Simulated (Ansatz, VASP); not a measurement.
**Pt: VASP beside Ansatz**

```
Pt
1.0
     2.75340    0.00000    0.00000
    -1.37670    2.38452    0.00000
     0.00000    0.00000   24.99260
Pt
5
Direct
  0.83333 0.16667 0.32061
  0.16667 0.83333 0.41101
  0.50000 0.50000 0.50000
  0.83333 0.16667 0.58899
  0.16667 0.83333 0.67939
```

Alike in both runs: functional LDA; k mesh 17 × 17 × 1; occupations fermi-dirac, width 0.05 eV; no spin polarisation.

Ansatz relaxed the structure, and its values are those at the end. VASP's run is a single point on that final structure, the one shown.

|  | VASP | Ansatz |
| --- | --- | --- |
| version | VASP 6.6.1 | Ansatz 0.2.0 |
| potentials or method | VASP PAW LDA potentials, release 64 (Pt) | PAW with Ansatz's default frozen-core files, scalar-relativistic |
| plane-wave cutoff (eV) | 520 | 420 |
| valence electrons in the cell | 50 | 90 |

|  | VASP | Ansatz | Ansatz less VASP |
| --- | --- | --- | --- |
| rms of the force components (eV/Å) | 0.012 | 0.002 | -0.0099 |

LDA's correlation is that of Perdew and Zunger in VASP and of Perdew and Wang (1992) in Ansatz. VASP's potentials hold 50 valence electrons a cell and Ansatz's 90, so a difference there can come from the potentials and not from the codes. Ansatz's warnings: stress scf threshold loose, xc potential rough in thin density.

Neither program's run includes spin-orbit coupling.
